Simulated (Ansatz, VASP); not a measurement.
# Two plane-wave programs on ZnSe

File INCAR:

```
PREC     = Accurate       # precision mode
ENCUT    = 520            # plane-wave cutoff, eV
EDIFF    = 1E-6           # SCF threshold, eV
ISMEAR   = 0              # smearing method
SIGMA    = 0.02           # smearing width, eV
LREAL    = False          # projectors in reciprocal space
LASPH    = True           # aspherical terms in the spheres
NELM     = 100            # most SCF steps
ALGO     = Normal         # electronic algorithm
ISIF     = 2              # what is computed and relaxed
LWAVE    = False          # write WAVECAR
LCHARG   = False          # write CHGCAR
GGA      = PS             # functional
NBANDS   = 26             # bands
```

Contents of KPOINTS:

```
regular mesh
0
Gamma
  8 8 6
```

The input POSCAR:

```
ZnSe
1.0
    2.9856210897      2.9856210897      0.0000000000
   -2.9856210897      2.9856210897      0.0000000000
    0.0000000000      0.0000000000      5.2071356861
Zn Se
2 2
Direct
    0.0000000000      0.0000000000      0.0000000000
    0.5000000000      0.5000000000      0.5000000000
    0.5000000000      0.0000000000      0.2500000000
    0.0000000000      0.5000000000      0.7500000000
```

Input for Ansatz:

```yaml
crystal:
  lattice:
    - [2.9856210897, 2.9856210897, 0.0]
    - [-2.9856210897, 2.9856210897, 0.0]
    - [0.0, 0.0, 5.2071356861]
  atoms:
    - { symbol: Zn, position: [0.0, 0.0, 0.0] }
    - { symbol: Zn, position: [0.5, 0.5, 0.5] }
    - { symbol: Se, position: [0.5, 0.0, 0.25] }
    - { symbol: Se, position: [0.0, 0.5, 0.75] }
basis:
  ecutwfc: 420
kpoints:
  mp_grid: { grid: [8, 8, 6] }
  band_path: { path: [VBM, CBM], npoints: 2 }
hamiltonian:
  xc: pbesol
scf:
  occupations: { method: gaussian, width: 0.02 }
output:
  forces: true
  stress: true
  eigenvalues: true
checkpoint:
  read: start.run
  write: ck
  compress: false
  write_wavefunctions: false
  write_every: 100000
```

Alike in both runs: task single point; functional PBEsol; k mesh 8 × 8 × 6; occupations gaussian, width 0.02 eV; no spin polarisation.

|  | VASP | Ansatz |
| --- | --- | --- |
| version | VASP 6.6.1 | Ansatz 0.2.0 |
| potentials or method | VASP PAW PBE potentials, release 64 (Zn, Se), cutoff 520 eV | scalar-relativistic, plane waves, PAW |
| valence electrons in the cell | 36 | 56 |

VASP gave:

| Property | Result |
| --- | --- |
| gap on the k mesh at the Fermi level (eV) | 0.79 |
| least direct gap on the mesh (eV) | 0.79 |
| pressure (GPa) | -2.4 |
| traceless stress, the component that is largest in VASP (GPa) | 2.59 |

Question: Estimate Ansatz's values.

Answer: gap on the k mesh at the Fermi level (eV): 0.78; least direct gap on the mesh (eV): 0.78; pressure (GPa): -2.6; traceless stress, the component that is largest in VASP (GPa): 2.62.

VASP's potentials were made for PBE, not for PBEsol. VASP's potentials hold 36 valence electrons a cell and Ansatz's 56, so a difference there can come from the potentials and not from the codes.
